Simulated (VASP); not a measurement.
# AgBr (Fm-3m) in VASP: further runs

The runs below take AgBr through single point, relaxation of cell and atoms, with r2SCAN.

Program: VASP 6.6.1. These are calculated values, not measurements. Logs are shortened: lines on timing, memory, paths and dates and some standing lists are left out, and cuts for length are marked.

### 1 The cell of the first run

It takes space group Fm-3m (No. 225, cubic). The conventional cell has a = 5.785 Å, b = 5.785 Å, c = 5.785 Å, α = 90.00°, β = 90.00°, γ = 90.00°. Ag (site symmetry m-3m) has 6 Br at 2.89 Å within 3.8 Å. Br (site symmetry m-3m) has 6 Ag at 2.89 Å within 3.8 Å.

### 2 Single point, r2SCAN

The input, POSCAR:

```
AgBr
1.0
    2.8925452867      2.8925452867      0.0000000000
   -2.8925452867      2.8925452867      0.0000000000
    0.0000000000      2.8925452867      2.8925452867
Ag Br
1 1
Direct
    0.0000000000      0.0000000000      0.0000000000
    0.5000000000      0.5000000000      0.0000000000
```

The input, INCAR.step1:

```
SYSTEM = AgBr
PREC     = Accurate       ! precision mode
ENCUT    = 550            ! plane-wave cutoff, eV
ISMEAR   = -1             ! smearing method
SIGMA    = 0.08           ! smearing width, eV
LREAL    = .False.        ! projectors in reciprocal space
LASPH    = .True.         ! aspherical terms in the spheres
NELM     = 120            ! most SCF steps
NBANDS   = 16             ! bands
GGA      = PE             ! functional
ALGO     = Normal         ! electronic algorithm
EDIFF    = 1E-5           ! SCF threshold, eV
LWAVE    = .True.         ! write WAVECAR
LCHARG   = .False.        ! write CHGCAR
GGA_COMPAT= .False.
```

The input, INCAR.step2:

```
SYSTEM = AgBr
PREC     = Accurate       ! precision mode
ENCUT    = 550            ! plane-wave cutoff, eV
EDIFF    = 1E-6           ! SCF threshold, eV
ISMEAR   = -1             ! smearing method
SIGMA    = 0.08           ! smearing width, eV
LREAL    = .False.        ! projectors in reciprocal space
LASPH    = .True.         ! aspherical terms in the spheres
NELM     = 120            ! most SCF steps
ALGO     = Normal         ! electronic algorithm
ISIF     = 2              ! what is computed and relaxed
LWAVE    = .False.        ! write WAVECAR
LCHARG   = .False.        ! write CHGCAR
METAGGA  = R2SCAN         ! meta-GGA
LMIXTAU  = .True.       
NBANDS   = 16             ! bands
ISTART   = 1            
GGA_COMPAT= .False.
```

The input, KPOINTS:

```
regular mesh
0
Gamma
  12 12 12
  0 0 0
```

Potentials or basis: VASP PAW PBE potentials, release 64 (Ag, Br).

Launch:

```sh
> cat potpaw_PBE.64/Ag/POTCAR potpaw_PBE.64/Br/POTCAR > POTCAR
> cp INCAR.step1 INCAR
> mpirun -np 1 vasp_std > vasp.out
> cp INCAR.step2 INCAR
> mpirun -np 1 vasp_std > vasp.out
```

OUTCAR:

```text
SYSTEM = AgBr
   PREC = Accurate
   ENCUT = 550
   EDIFF = 1E-6
   ISMEAR = -1
   LREAL = .False.
   LASPH = .True.
   NELM = 120
   ISIF = 2
   METAGGA = R2SCAN
   ISTART = 1

 ion  position               nearest neighbor table
   1  0.000  0.000  0.000-   2 2.89   2 2.89   2 2.89   2 2.89   2 2.89   2 2.89
   2  0.500  0.500  0.000-   1 2.89   1 2.89   1 2.89   1 2.89   1 2.89   1 2.89

  LATTYP: Found a face centered cubic cell.
 ALAT       =     5.7850905734

  Lattice vectors:

 A1 = (   0.0000000000,   2.8925452867,   2.8925452867)
 A2 = (   2.8925452867,   0.0000000000,   2.8925452867)
 A3 = (   2.8925452867,   2.8925452867,   0.0000000000)

Analysis of symmetry for initial positions (statically):
=====================================================================
 Subroutine PRICEL returns:
 Original cell was already a primitive cell.

 Routine SETGRP: Setting up the symmetry group for a
 face centered cubic supercell.

 Subroutine GETGRP returns: Found 48 space group operations
 (whereof 48 operations were pure point group operations)
 out of a pool of 48 trial point group operations.

The static configuration has the point symmetry O_h .

Analysis of symmetry for dynamics (positions and initial velocities):
=====================================================================
 Subroutine PRICEL returns:
 Original cell was already a primitive cell.

 Routine SETGRP: Setting up the symmetry group for a
 face centered cubic supercell.

 Subroutine GETGRP returns: Found 48 space group operations
 (whereof 48 operations were pure point group operations)
 out of a pool of 48 trial point group operations.

The dynamic configuration has the point symmetry O_h .

 Subroutine INISYM returns: Found 48 space group operations
 (whereof 48 operations are pure point group operations),
 and found     1 'primitive' translations

----------------------------------------------------------------------------------------

                                     Primitive cell

  volume of cell :      48.4028

  direct lattice vectors                    reciprocal lattice vectors
     2.892545287  2.892545287  0.000000000     0.172858141  0.172858141 -0.172858141
[... 81 lines left out ...]
   LNONCOLLINEAR =      F non collinear calculations
   LSORBIT =      F    spin-orbit coupling
   LASPH  =      T    aspherical Exc in radial PAW
   ENCUT  =  550.0 eV  40.42 Ry    6.36 a.u.   7.82  7.82  7.82*2*pi/ulx,y,z
   NELM   =    120;   NELMIN=  2; NELMDL=  0     # of ELM steps
   EDIFF  = 0.1E-05   stopping-criterion for ELM
   LREAL  =      F    real-space projection
   EDIFFG = 0.1E-04   stopping-criterion for IOM
   NSW    =      0    number of steps for IOM
   IBRION =     -1    ionic relax: 0-MD 1-quasi-New 2-CG
   NFREE  =      0    steps in history (QN), initial steepest desc. (CG)
   ISIF   =      2    stress and relaxation
   ISYM   =      2    0-nonsym 1-usesym 2-fastsym
   POTIM  = 0.5000    time-step for ionic-motion
   TEBEG  =    0.0;   TEEND  =   0.0 temperature during run
   PSTRESS=    0.0 pullay stress
   NELECT =      18.0000    total number of electrons
   NUPDOWN=      -1.0000    fix difference up-down
   EMIN   =  10.00;   EMAX   =-10.00  energy-range for DOS
   EFERMI =   0.00;   METHOD = LEGACY
   ISMEAR =    -1;   SIGMA  =   0.08  broadening in eV -4-tet -1-fermi 0-gaus
   EFERMI_NEDOS =   21; number of points for ismear=-14 and -15
   IALGO  =     38    algorithm
   IMIX   =      4    mixing-type and parameters
     AMIX     =   0.40;   BMIX     =  1.00
     AMIX_MAG =   1.60;   BMIX_MAG =  1.00
  volume/ion in A,a.u.               =      24.20       163.32
  Fermi-wavevector in a.u.,A,eV,Ry     =   1.177268  2.224715 18.857144  1.385961
  Thomas-Fermi vector in A             =   2.313618
   LORBIT       =      0    0 simple, 1 ext, 2 COOP (PROOUT), +10 PAW based schemes
   METAGGA = R2SCAN    functional components
   LHFCALC =     F    Hartree Fock is set to
   AEXX    =    0.0000 exact exchange contribution
   IVDW    =     0    specifies the selected vdW correction
   LEPSILON=     F    determine dielectric tensor
   LRPA    =     F    only Hartree local field effects (RPA)
 non-spin polarized calculation
  energy-cutoff  :      550.00
  volume of cell :       48.40
 maximum number of plane-waves:      1435
   NGX = 15   NGY = 15   NGZ = 15

 number of electron      17.9999999 magnetization

 Free energy of the ion-electron system (eV)
  ---------------------------------------------------
  ext. energy  EPLUGINS =         0.00000000
  ---------------------------------------------------
  free energy    TOTEN  =       -35.51439376 eV

  energy without entropy =      -35.51438709  energy(sigma->0) =      -35.51439043

 E-fermi :   3.8279     XC(G=0): -10.2448

 val. band max:        3.0338830369   @ k =   0.5000   0.0000   0.0000
 cond. band min:       4.2798183145   @ k =   0.0000   0.0000   0.0000
 fundamental gap:      1.2459352776
 Fermi energy:         3.8279106150

 k-point     1 :       0.0000    0.0000    0.0000
  band No.  band energies     occupation
      1     -12.4201      2.00000
      2       0.3535      2.00000
      3       0.3535      2.00000
      4       0.3535      2.00000
      5       0.3610      2.00000
      6       0.3610      2.00000
[... 433 lines left out ...]
      3      -0.8765      2.00000
      4      -0.7136      2.00000
      5       0.4848      2.00000
      6       0.6403      2.00000
[... 8 lines left out ...]
     15      17.1041      0.00000
     16      17.2843      0.00000

 [... further k-points ...]

------------------------ aborting loop because EDIFF is reached ----------------------------------------

  FORCE on cell =-STRESS in cart. coord.  units (eV):
  Direction    XX          YY          ZZ          XY          YZ          ZX
  --------------------------------------------------------------------------------------
  -------------------------------------------------------------------------------------
  Total       -0.0174120     -0.0174120     -0.0174120      0.0000000      0.0000000      0.0000000
  in kB       -0.5763540     -0.5763540     -0.5763540      0.0000000      0.0000000      0.0000000
  external PRESSURE =      -0.5763540 kB  Pullay stress =       0.0000000 kB

 VOLUME and BASIS-vectors are now :
 -----------------------------------------------------------------------------
  energy-cutoff  :      550.00
  volume of cell :       48.40
      direct lattice vectors                 reciprocal lattice vectors
     2.892545287  2.892545287  0.000000000     0.172858141  0.172858141 -0.172858141
    -2.892545287  2.892545287  0.000000000    -0.172858141  0.172858141 -0.172858141
     0.000000000  2.892545287  2.892545287     0.000000000  0.000000000  0.345716281

 POSITION                                       TOTAL-FORCE (eV/Angst)
 -----------------------------------------------------------------------------------
      0.00000      0.00000      0.00000        -0.000000      0.000000      0.000000
      0.00000      2.89255      0.00000         0.000000     -0.000000      0.000000
 -----------------------------------------------------------------------------------
    total drift:                                0.000000     -0.000000     -0.000000

  FREE ENERGIE OF THE ION-ELECTRON SYSTEM (eV)
  ---------------------------------------------------
  free  energy   TOTEN  =       -35.5143937640 eV

  energy  without entropy=      -35.5143870904  energy(sigma->0) =      -35.51439043
```

Run time: 2.3 min. Hardware: 1 thread of Oxide Virtual Turin-like, shared host; peak memory 0.2 GiB.

What came out:

```
Free energy            : -35.5144 eV
Pressure               : -0.1 GPa
Band gap on the k mesh : 1.25 eV (least direct gap 3.19 eV)
```

Caveat: the PAW data sets were made with another functional, which shifts forces and pressure a little. A k mesh can miss the band edges.

### 3 Relaxation of cell and atoms, r2SCAN

This run uses another cell than the first one, of 23.64 Å³/atom.

The input, POSCAR:

```
AgBr
1.0
    2.8701500000      2.8701500000      0.0000000000
   -2.8701500000      2.8701500000      0.0000000000
    0.0000000000      2.8701500000      2.8701500000
Ag Br
1 1
Direct
    0.0000000000      0.0000000000      0.0000000000
    0.5000000000      0.5000000000      0.0000000000
```

The input, INCAR.step1:

```
SYSTEM = AgBr
ALGO     = Normal         ! electronic algorithm
EDIFF    = 1E-5           ! SCF threshold, eV
EDIFFG   = -0.005         ! ionic threshold
ENCUT    = 550            ! plane-wave cutoff, eV
GGA      = PE             ! functional
GGA_COMPAT= .False.      
IBRION   = 2              ! ionic algorithm
ISIF     = 3              ! what is computed and relaxed
ISMEAR   = -1             ! smearing method
LASPH    = .True.         ! aspherical terms in the spheres
LCHARG   = .False.        ! write CHGCAR
LREAL    = .False.        ! projectors in reciprocal space
LWAVE    = .True.         ! write WAVECAR
NELM     = 120            ! most SCF steps
NELMIN   = 4            
NSW      = 100            ! ionic steps
PREC     = Accurate       ! precision mode
SIGMA    = 0.08           ! smearing width, eV
```

The input, INCAR.step2:

```
SYSTEM = AgBr
ALGO     = Normal         ! electronic algorithm
EDIFF    = 1E-7           ! SCF threshold, eV
EDIFFG   = -0.002         ! ionic threshold
ENCUT    = 550            ! plane-wave cutoff, eV
GGA_COMPAT= .False.      
IBRION   = 2              ! ionic algorithm
ISIF     = 3              ! what is computed and relaxed
ISMEAR   = -1             ! smearing method
ISTART   = 1            
LASPH    = .True.         ! aspherical terms in the spheres
LCHARG   = .False.        ! write CHGCAR
LMIXTAU  = .True.       
LREAL    = .False.        ! projectors in reciprocal space
LWAVE    = .False.        ! write WAVECAR
METAGGA  = R2SCAN         ! meta-GGA
NELM     = 120            ! most SCF steps
NELMIN   = 4            
NSW      = 100            ! ionic steps
PREC     = Accurate       ! precision mode
SIGMA    = 0.08           ! smearing width, eV
```

The input, KPOINTS:

```
k-points
0
Gamma
  12 12 12
  0 0 0
```

Potentials or basis: VASP PAW PBE potentials, release 64 (Ag, Br).

Launch:

```sh
> cat potpaw_PBE.64/Ag/POTCAR potpaw_PBE.64/Br/POTCAR > POTCAR
> cp INCAR.step1 INCAR
> mpirun -np 1 vasp_std > vasp.out
> cp INCAR.step2 INCAR
> mpirun -np 1 vasp_std > vasp.out
```

Run time: 6.5 min. Hardware: 1 thread of Oxide Virtual Turin-like, shared host; peak memory 0.21 GiB.

The run converged. Its results:

| Property | Result |
| --- | --- |
| Free energy | -35.5140 eV |
| Relaxed volume | 24.17 Å³/atom |
| Relaxed cell | a = 4.089 Å, b = 4.089 Å, c = 4.089 Å, α = 60.00°, β = 60.00°, γ = 90.00° |
| Space group after relaxing (to 0.1 Å) | Fm-3m (No. 225) |
| Energy gained by relaxing | 1.7 meV/atom |
| Ionic steps | 3 |
| Pressure after relaxing | 0.0 GPa |
| Band gap on the k mesh | 1.25 eV (least direct gap 3.19 eV) |

Step by step:
| step | energy change (eV) | largest force (eV/Å) | pressure (GPa) | volume (Å³) |
| --- | --- | --- | --- | --- |
| 1 | 0.0000 | 0.0000 | 1.07 | 47.29 |
| 2 | -0.0034 | 0.0000 | -0.03 | 48.38 |
| 3 | -0.0034 | 0.0000 | 0.00 | 48.34 |

Final structure:
```
Ag Br
1.0
     2.89134    2.89134    0.00000
    -2.89134    2.89134    0.00000
     0.00000    2.89134    2.89134
Ag Br
1 1
Direct
  0.00000 0.00000 0.00000
  0.50000 0.50000 0.00000
```

Levels at points of the mesh, in eV from the valence-band top:
| k point | band 6 | band 7 | band 8 | band 9 | band 10 | band 11 | band 12 | band 13 |
| --- | --- | --- | --- | --- | --- | --- | --- | --- |
| (0.00, 0.00, 0.00) | -2.68 | -1.95 | -1.95 | -1.95 | 1.25 | 10.42 | 10.42 | 10.42 |
| (0.50, 0.00, 0.00) | -2.40 | -2.06 | 0.00 | 0.00 | 4.30 | 7.09 | 7.41 | 7.41 |
| (0.50, 0.50, 0.00) | -2.53 | -2.31 | -2.31 | -2.19 | 2.19 | 7.45 | 9.62 | 11.77 |

Caveat: the PAW data sets were made with another functional, which shifts forces and pressure a little. Zero-point motion and thermal expansion aren't in these numbers.
